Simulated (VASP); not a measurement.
The system is TePb.

```
Pb Te
1.0
     0.00000    3.22700    3.22700
     3.22700    0.00000    3.22700
     3.22700    3.22700    0.00000
Pb Te
1 1
Direct
  0.50000 0.50000 0.50000
  0.00000 0.00000 0.00000
```

Base run:

| Quantity | Value |
| --- | --- |
| Program | VASP 6.6.1 |
| Functional | PBE |
| Potentials or basis | VASP PAW PBE potentials, release 64 (Pb_d, Te) |
| Cutoff | 500 eV |
| k mesh | 6 × 6 × 6 |
| Occupations | gaussian, width 0.05 eV |
| Spin | no spin polarisation |

Its results: band gap on the k mesh 0.73 eV, direct; pressure 2.3 GPa.

The run is repeated on the same cell with these changes: dispersion from none to D4. What comes out?

Band gap on the k mesh 0.73 eV, direct; pressure 0.3 GPa.

Dispersion adds attraction, which lowers the pressure at fixed volume and, as a term added to the energy, leaves the levels alone.

Caveats: spin-orbit coupling is left out, which moves the levels of the heavy elements.

A k mesh can miss the band edges.
